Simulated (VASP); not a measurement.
# Mg (Fm-3m) in VASP: relaxation of cell and atoms with LDA

Aim: the relaxation of cell and atoms of Mg with LDA.

Program: VASP 6.6.1. These are calculated values, not measurements. Logs are shortened: lines on timing, memory, paths and dates and some standing lists are left out, and cuts for length are marked.

## Step 1: The cell of the first run

It takes space group Fm-3m (No. 225, cubic). Conventional cell: a = 4.489 Å, b = 4.489 Å, c = 4.489 Å, α = 90.00°, β = 90.00°, γ = 90.00°. Within 4.2 Å of Mg (site symmetry m-3m) lie 12 Mg at 3.17 Å.

This isn't the form of Mg at room conditions, which is hcp.

## Step 2: Relaxation of cell and atoms, LDA, target pressure 8 GPa, at which the enthalpy is minimised

The input, INCAR:

```
SYSTEM = Mg
ALGO     = Normal         ! electronic algorithm
EDIFF    = 1E-6           ! SCF threshold, eV
EDIFFG   = -0.05          ! ionic threshold
ENCUT    = 600            ! plane-wave cutoff, eV
IBRION   = 2              ! ionic algorithm
ISIF     = 3              ! what is computed and relaxed
ISMEAR   = -1             ! smearing method
ISYM     = 0            
LASPH    = .TRUE.         ! aspherical terms in the spheres
LCHARG   = .FALSE.        ! write CHGCAR
LREAL    = .FALSE.        ! projectors in reciprocal space
LWAVE    = .FALSE.        ! write WAVECAR
NELM     = 60             ! most SCF steps
NSW      = 80             ! ionic steps
PREC     = Accurate       ! precision mode
PSTRESS  = 80.0         
SIGMA    = 0.1            ! smearing width, eV
```

The input, KPOINTS:

```
Automatic mesh
0
Gamma
  11 11 11
  0.5 0.5 0.5
```

The input, POSCAR:

```
Mg
1.0
    3.1738570000      0.0000000000      0.0000000000
    1.5869285000      2.7486407900      0.0000000000
    1.5869285000      0.9162135967      2.5914433889
Mg
1
Direct
    0.0000000000      0.0000000000      0.0000000000
```

Potentials or basis: VASP PAW LDA potentials, release 64 (Mg).

The run is started by

```bash
cat potpaw_LDA.64/Mg/POTCAR > POTCAR
mpirun -np 1 vasp_std > vasp.out
```

OUTCAR:

```text
SYSTEM = Mg
   EDIFF = 1E-6
   EDIFFG = -0.05
   ENCUT = 600
   IBRION = 2
   ISIF = 3
   ISMEAR = -1
   ISYM = 0
   LASPH = .TRUE.
   LREAL = .FALSE.
   NELM = 60
   NSW = 80
   PREC = Accurate
   PSTRESS = 80.0

 ion  position               nearest neighbor table
   1  0.000  0.000  0.000-

IMPORTANT INFORMATION: All symmetrisations will be switched off!
NOSYMM: (Re-)initialisation of all symmetry stuff for point group C_1.

----------------------------------------------------------------------------------------

                                     Primitive cell

  volume of cell :      22.6072

  direct lattice vectors                    reciprocal lattice vectors
     3.173857000  0.000000000  0.000000000     0.315074057 -0.181908091 -0.128628445
     1.586928500  2.748640790  0.000000000     0.000000000  0.363816183 -0.128628445
     1.586928500  0.916213597  2.591443389     0.000000000  0.000000000  0.385885335

  length of vectors
     3.173857000  3.173857000  3.173857000     0.385885335  0.385885335  0.385885335

  position of ions in fractional coordinates (direct lattice)
     0.000000000  0.000000000  0.000000000

  ion indices of the primitive-cell ions
   primitive index   ion index
                 1           1

----------------------------------------------------------------------------------------

 KPOINTS: Automatic mesh

Automatic generation of k-mesh.
 Grid dimensions read from file:
 generate k-points for:   11   11   11

 Generating k-lattice:

  Cartesian coordinates                     Fractional coordinates (reciprocal lattice)
     0.028643096 -0.016537099 -0.011693495     0.090909091  0.000000000  0.000000000
     0.000000000  0.033074198 -0.011693495     0.000000000  0.090909091  0.000000000
     0.000000000  0.000000000  0.035080485     0.000000000  0.000000000  0.090909091

  Length of vectors
     0.035080485  0.035080485  0.035080485

  Shift w.r.t. Gamma in fractional coordinates (k-lattice)
     0.500000000  0.500000000  0.500000000

 Subroutine IBZKPT returns following result:
 ===========================================

 Found   2664 irreducible k-points:

 Following reciprocal coordinates:
            Coordinates               Weight
  0.045455  0.045455  0.045455      2.000000
  0.045455  0.000000 -0.000000      2.000000
  0.000000  0.000000 -0.045455      2.000000
  0.000000  0.045455  0.000000      2.000000
  0.136364  0.045455  0.045455      2.000000
  0.045455  0.136364  0.045455      2.000000
[... 16 lines left out ...]
  0.000000  0.181818 -0.045455      2.000000
  0.181818  0.000000 -0.045455      2.000000
 [... further k-points ...]
   k-points           NKPTS =   2664   k-points in BZ     NKDIM =   2664   number of bands    NBANDS=      5
   number of dos      NEDOS =    301   number of ions     NIONS =      1
   total plane-waves  NPLWV =  21952
   dimension x,y,z NGX =    28 NGY =   28 NGZ =   28
   dimension x,y,z NGXF=    56 NGYF=   56 NGZF=   56
   ions per type =               1
   NGX,Y,Z   is equivalent  to a cutoff of  14.67, 14.67, 14.67 a.u.
   NGXF,Y,Z  is equivalent  to a cutoff of  29.33, 29.33, 29.33 a.u.
 SYSTEM =  Mg
   PREC   = accura    normal or accurate (medium, high low for compatibility)
   ISTART =      0    job   : 0-new  1-cont  2-samecut
   ICHARG =      2    charge: 1-file 2-atom 10-const
   ISPIN  =      1    spin polarized calculation?
   LNONCOLLINEAR =      F non collinear calculations
   LSORBIT =      F    spin-orbit coupling
   LASPH  =      T    aspherical Exc in radial PAW
   ENCUT  =  600.0 eV  44.10 Ry    6.64 a.u.   6.34  6.34  6.34*2*pi/ulx,y,z
   NELM   =     60;   NELMIN=  2; NELMDL= -5     # of ELM steps
   EDIFF  = 0.1E-05   stopping-criterion for ELM
   LREAL  =      F    real-space projection
   EDIFFG = -.5E-01   stopping-criterion for IOM
   NSW    =     80    number of steps for IOM
   IBRION =      2    ionic relax: 0-MD 1-quasi-New 2-CG
   NFREE  =      1    steps in history (QN), initial steepest desc. (CG)
   ISIF   =      3    stress and relaxation
   ISYM   =      0    0-nonsym 1-usesym 2-fastsym
   POTIM  = 0.5000    time-step for ionic-motion
   TEBEG  =    0.0;   TEEND  =   0.0 temperature during run
   PSTRESS=   80.0 pullay stress
   NELECT =       2.0000    total number of electrons
   NUPDOWN=      -1.0000    fix difference up-down
   EMIN   =  10.00;   EMAX   =-10.00  energy-range for DOS
   EFERMI =   0.00;   METHOD = LEGACY
   ISMEAR =    -1;   SIGMA  =   0.10  broadening in eV -4-tet -1-fermi 0-gaus
   EFERMI_NEDOS =   21; number of points for ismear=-14 and -15
   IALGO  =     38    algorithm
   IMIX   =      4    mixing-type and parameters
     AMIX     =   0.40;   BMIX     =  1.00
     AMIX_MAG =   1.60;   BMIX_MAG =  1.00
  volume/ion in A,a.u.               =      22.61       152.56
  Fermi-wavevector in a.u.,A,eV,Ry     =   0.729462  1.378483  7.239855  0.532114
  Thomas-Fermi vector in A             =   1.821189
   LORBIT       =      0    0 simple, 1 ext, 2 COOP (PROOUT), +10 PAW based schemes
   GGA     = CA    functional components
   LHFCALC =     F    Hartree Fock is set to
   AEXX    =    0.0000 exact exchange contribution
   IVDW    =     0    specifies the selected vdW correction
   LEPSILON=     F    determine dielectric tensor
   LRPA    =     F    only Hartree local field effects (RPA)
 conjugate gradient relaxation of ions
 non-spin polarized calculation
  energy-cutoff  :      600.00
  volume of cell :       22.61
 maximum number of plane-waves:       766
 NGX is ok and might be reduce to    28
   NGX = 13   NGY = 13   NGZ = 13

--------------------------------------- Ionic step        1  -------------------------------------------

 number of electron       2.0000000 magnetization

 Free energy of the ion-electron system (eV)
  ---------------------------------------------------
  ext. energy  EPLUGINS =         0.00000000
  ---------------------------------------------------
  free energy    TOTEN  =        -1.79833235 eV

  energy without entropy =       -1.78355633  energy(sigma->0) =       -1.79094434

------------------------ aborting loop because EDIFF is reached ----------------------------------------

  FORCE on cell =-STRESS in cart. coord.  units (eV):
  Direction    XX          YY          ZZ          XY          YZ          ZX
  --------------------------------------------------------------------------------------
  -------------------------------------------------------------------------------------
  Total       -0.2313358     -0.2313357     -0.2313357      0.0000000      0.0000000     -0.0000000
  in kB      -16.3948070    -16.3948035    -16.3947994      0.0000016      0.0000006     -0.0000015
  external PRESSURE =     -96.3948033 kB  Pullay stress =      80.0000000 kB

 VOLUME and BASIS-vectors are now :
 -----------------------------------------------------------------------------
  energy-cutoff  :      600.00
  volume of cell :       22.61
      direct lattice vectors                 reciprocal lattice vectors
     3.173857000  0.000000000  0.000000000     0.315074057 -0.181908091 -0.128628445
     1.586928500  2.748640790  0.000000000     0.000000000  0.363816183 -0.128628445
     1.586928500  0.916213597  2.591443389     0.000000000  0.000000000  0.385885335
[... 44 lines left out ...]
  FREE ENERGIE OF THE ION-ELECTRON SYSTEM (eV)
  ---------------------------------------------------
  free  energy   TOTEN  =        -1.7283478590 eV

  energy  without entropy=       -1.7157909633  energy(sigma->0) =       -1.72206941

  enthalpy is  TOTEN    =        -0.8074738411 eV   P V=        0.9208740178

--------------------------------------- Ionic step        3  -------------------------------------------

 number of electron       2.0000000 magnetization

 Free energy of the ion-electron system (eV)
  ---------------------------------------------------
  ext. energy  EPLUGINS =         0.00000000
  ---------------------------------------------------
  free energy    TOTEN  =        -1.73732039 eV

  energy without entropy =       -1.72468998  energy(sigma->0) =       -1.73100518

 E-fermi :   3.6200     XC(G=0):  -9.3828

 val. band max:        3.6128678538   @ k =   0.3182  -0.3182   0.5000
 cond. band min:       3.7104933612   @ k =  -0.0909  -0.0909   0.5000
 fundamental gap:      0.0976255073
 Fermi energy:         3.6200119201

 k-point     1 :       0.0455    0.0455    0.0455
  band No.  band energies     occupation
      1      -4.1620      2.00000
      2      16.4106      0.00000
      3      17.1992      0.00000
      4      17.1992      0.00000
      5      20.1390      0.00000

 k-point     2 :       0.0455    0.0000   -0.0000
  band No.  band energies     occupation
      1      -4.1620      2.00000
      2      16.4106      0.00000
      3      17.1992      0.00000
      4      17.1992      0.00000
      5      20.1390      0.00000

 k-point     3 :       0.0000    0.0000   -0.0455
  band No.  band energies     occupation
      1      -4.1620      2.00000
      2      16.4106      0.00000
      3      17.1992      0.00000
      4      17.1992      0.00000
      5      20.1390      0.00000
[... 153 lines left out ...]
 k-point    23 :       0.0000    0.1818   -0.0455
  band No.  band energies     occupation
      1      -3.1822      2.00000
      2      11.0494      0.00000
      3      15.2737      0.00000
      4      17.2125      0.00000
      5      19.7108      0.00000

 k-point    24 :       0.1818    0.0000   -0.0455
  band No.  band energies     occupation
      1      -3.1822      2.00000
      2      11.0494      0.00000
      3      15.2737      0.00000
      4      17.2125      0.00000
      5      19.7108      0.00000

 [... further k-points ...]

------------------------ aborting loop because EDIFF is reached ----------------------------------------

  FORCE on cell =-STRESS in cart. coord.  units (eV):
  Direction    XX          YY          ZZ          XY          YZ          ZX
  --------------------------------------------------------------------------------------
  -------------------------------------------------------------------------------------
  Total        0.9326237      0.9326237      0.9326237     -0.0000000      0.0000000     -0.0000000
  in kB       80.2716769     80.2716756     80.2716720     -0.0000009      0.0000001     -0.0000002
  external PRESSURE =       0.2716748 kB  Pullay stress =      80.0000000 kB

 VOLUME and BASIS-vectors are now :
 -----------------------------------------------------------------------------
  energy-cutoff  :      600.00
  volume of cell :       18.61
      direct lattice vectors                 reciprocal lattice vectors
     2.974791742  0.000000003 -0.000000003     0.336157986 -0.194080903 -0.137235922
     1.487395874  2.576245228 -0.000000001    -0.000000001  0.388161806 -0.137235922
     1.487395870  0.858748411  2.428907298     0.000000000 -0.000000000  0.411707767

 POSITION                                       TOTAL-FORCE (eV/Angst)
 -----------------------------------------------------------------------------------
      1.48740      2.57625     -0.00000        -0.000000     -0.000000     -0.000000
 -----------------------------------------------------------------------------------
    total drift:                               -0.000000     -0.000000     -0.000000

  FREE ENERGIE OF THE ION-ELECTRON SYSTEM (eV)
  ---------------------------------------------------
  free  energy   TOTEN  =        -1.7373203921 eV

  energy  without entropy=       -1.7246899769  energy(sigma->0) =       -1.73100518

  enthalpy is  TOTEN    =        -0.8078530994 eV   P V=        0.9294672928

 reached required accuracy - stopping structural energy minimisation
```

Wall time 7.6 min (1 thread of Intel Xeon Platinum 8488C (Sapphire Rapids), shared host); peak memory 0.57 GiB.

Results:

```yaml
Free_energy: -1.7373 eV
Relaxed_volume: 18.61 Å³/atom
Relaxed_cell: a = 2.975 Å, b = 2.975 Å, c = 2.975 Å, α = 60.00°, β = 60.00°, γ = 60.00°
Space_group_after_relaxing_to_0.1_Å: Fm-3m (No. 225)
Energy_change_on_relaxing_the_run_minimises_the_enthalpy: +61.0 meV/atom
Ionic_steps: 3
Pressure_after_relaxing: 8.0 GPa
Band_gap_on_the_k_mesh: zero (bands 1 and 2 overlap by 2.40 eV)
```

Step by step:
| step | energy change (eV) | largest force (eV/Å) | pressure (GPa) | volume (Å³) |
| --- | --- | --- | --- | --- |
| 1 | 0.0000 | 0.0000 | -1.64 | 22.61 |
| 2 | 0.0700 | 0.0000 | 8.68 | 18.44 |
| 3 | 0.0610 | 0.0000 | 8.03 | 18.61 |

Final structure:
```cif
data_structure
_symmetry_space_group_name_H-M 'P 1'
_symmetry_Int_Tables_number 1
_cell_length_a 2.9748
_cell_length_b 2.9748
_cell_length_c 2.9748
_cell_angle_alpha 60.000
_cell_angle_beta 60.000
_cell_angle_gamma 60.000
_cell_volume 18.61
loop_
_atom_site_label
_atom_site_type_symbol
_atom_site_fract_x
_atom_site_fract_y
_atom_site_fract_z
_atom_site_occupancy
Mg1 Mg 0.00000 0.00000 0.00000 1
```

Levels at points of the mesh, in eV from the Fermi level:
```
           k point  band 1  band 2  band 3  band 4  band 5
(0.50, 0.50, 0.50)   -2.01   -1.29   12.42   12.42   14.19
(0.50, 0.00, 0.00)   -2.01   -1.29   12.42   12.42   14.19
(0.00, 0.00, 0.50)   -2.01   -1.29   12.42   12.42   14.19
(0.00, 0.50, 0.00)   -2.01   -1.29   12.42   12.42   14.19
```

Caveat: the cell is relaxed towards a set pressure, so the run minimises the enthalpy, not the energy; the volume moved by over 15 % at a fixed basis, so the end points are rough.

The gap in the log of VASP goes by the Fermi energy; the results here count the filled bands.